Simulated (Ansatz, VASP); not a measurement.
Two plane-wave programs on ZnAu

```
Au Zn
1.0
     3.14700    0.00000    0.00000
     0.00000    3.14700    0.00000
     0.00000    0.00000    3.14700
Au Zn
1 1
Direct
  0.00000 0.00000 0.00000
  0.50000 0.50000 0.50000
```

Alike in both runs: functional r2SCAN; dispersion D3(BJ); k mesh 6 × 6 × 6; occupations methfessel-paxton of order 1, width 0.1 eV; non-collinear spin, spin-orbit coupling.

|  | VASP | Ansatz |
| --- | --- | --- |
| version | VASP 6.6.1 | Ansatz 0.2.0 |
| potentials or method | VASP PAW PBE potentials, release 64 (Au, Zn) | Ansatz PAW |
| plane-wave cutoff (eV) | 520 | 500 |
| valence electrons in the cell | 23 | 31 |
| task | single point | band structure |

Ansatz gave:

```
pressure (GPa)           : -3.6
net moment per atom (μB) : 0.00
```

**Question.** Estimate VASP's values.

**Answer.** Pressure (GPa): -2.9; net moment per atom (μB): 0.00.

VASP's potentials were made for PBE, not for r2SCAN. VASP's potentials hold 23 valence electrons a cell and Ansatz's 31, so a difference there can come from the potentials and not from the codes.
